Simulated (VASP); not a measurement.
Here is a VASP 6.6.1 calculation.

File INCAR:

```
PREC = Accurate ; ENCUT = 600
EDIFF = 1E-6 ; ISMEAR = 0
SIGMA = 0.1 ; LREAL = False
LASPH = True ; NELM = 100
ALGO = Normal ; ISIF = 3
LWAVE = False ; LCHARG = False
GGA = PS ; IBRION = 2
NSW = 100 ; EDIFFG = -0.005
```

Contents of KPOINTS:

```
Automatic mesh
0
Gamma
  16 16 16
```

Contents of POSCAR:

```
Li
1.0
   -1.7546500000      1.7546500000      1.7546500000
    1.7546500000     -1.7546500000      1.7546500000
    1.7546500000      1.7546500000     -1.7546500000
Li
1
Direct
    0.0000000000      0.0000000000      0.0000000000
```

Potentials or basis: VASP PAW PBE potentials, release 64 (Li_sv).

The run is started by

```console
$ cat potpaw_PBE.64/Li_sv/POTCAR > POTCAR
$ mpirun -np 1 vasp_std > vasp.out
```

(1) What does it give for the relaxed volume?

(2) Estimate the relaxed cell.

(3) What does it give for the space group after relaxing (to 0.05 Å)?

Answers

(1) 19.99 Å³/atom.

(2) a = 2.961 Å, b = 2.961 Å, c = 2.961 Å, α = 109.47°, β = 109.47°, γ = 109.47°.

(3) Im-3m (No. 229).

Caveat: the cutoff is under 1.25 times the usual one of these potentials, so pressure, stress and relaxed cells hold a basis-set (Pulay) error; the PAW data sets were made with another functional, which shifts forces and pressure a little.
